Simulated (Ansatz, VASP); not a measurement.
One calculation of Ir, two programs

```
CELL_PARAMETERS angstrom
-1.55516 1.55516 1.55516
1.55516 -1.55516 1.55516
1.55516 1.55516 -1.55516
ATOMIC_POSITIONS crystal
Ir 0.00000 0.00000 0.00000
```

Alike in both runs: functional PBE; k mesh 19 × 19 × 19; occupations fermi-dirac, width 0.05 eV; no spin polarisation.

Ansatz relaxed the structure, and its values are those at the end. VASP's run is a single point on that final structure, the one shown.

|  | VASP | Ansatz |
| --- | --- | --- |
| version | VASP 6.6.1 | Ansatz 0.2.0 |
| potentials or method | VASP PAW PBE potentials, release 64 (Ir) | PAW with Ansatz's default frozen-core files, scalar-relativistic |
| plane-wave cutoff (eV) | 520 | 420 |
| valence electrons in the cell | 9 | 17 |

|  | VASP | Ansatz | Ansatz less VASP |
| --- | --- | --- | --- |
| pressure (GPa) | 0.4 | 0.0 | -0.45 |

VASP's potentials hold 9 valence electrons a cell and Ansatz's 17, so a difference there can come from the potentials and not from the codes.

Spin-orbit coupling is off throughout.
